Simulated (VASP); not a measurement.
A run of VASP 6.6.1 is set up as follows.

File INCAR:

```
SYSTEM = Bi
PREC     = Accurate       ! precision mode
ENCUT    = 500            ! plane-wave cutoff, eV
EDIFF    = 1E-6           ! SCF threshold, eV
ISMEAR   = 0              ! smearing method
SIGMA    = 0.1            ! smearing width, eV
LREAL    = .FALSE.        ! projectors in reciprocal space
LASPH    = .TRUE.         ! aspherical terms in the spheres
NELM     = 120            ! most SCF steps
ALGO     = Normal         ! electronic algorithm
ISIF     = 2              ! what is computed and relaxed
LWAVE    = .FALSE.        ! write WAVECAR
LCHARG   = .FALSE.        ! write CHGCAR
GGA      = PE             ! functional
NBANDS   = 22             ! bands
ISYM     = 0            
GGA_COMPAT= .FALSE.
```

KPOINTS

```
Automatic mesh
0
G
  1 4 4
  0 0 0
```

Contents of POSCAR:

```
Bi
1.0
    3.4885980000     -3.1325780000      0.0000000000
    3.4885980000      3.1325780000      0.0000000000
   -1.2602350000      0.0000000000      3.1135500000
Bi
2
Direct
    0.2469390000      0.2469390000      0.1426180000
    0.7530610000      0.7530610000      0.8573820000
```

Potentials or basis: VASP PAW PBE potentials, release 64 (Bi_d).

Command:

```bash
$ cat potpaw_PBE.64/Bi_d/POTCAR > POTCAR
$ mpirun -np 1 vasp_std > vasp.out
```

(1) What does it give for the largest force?

(2) Predict the band gap on the k mesh.

(3) Predict the pressure.

Results:

(1) 0.354 eV/Å.

(2) zero (band 15 reaches 9.66 eV, above the bottom of band 16 at 6.13 eV).

(3) 6.7 GPa.

Caveat: the k points lie up to 1.40 Å⁻¹ apart; spin-orbit coupling is left out, which moves the levels of the heavy elements.
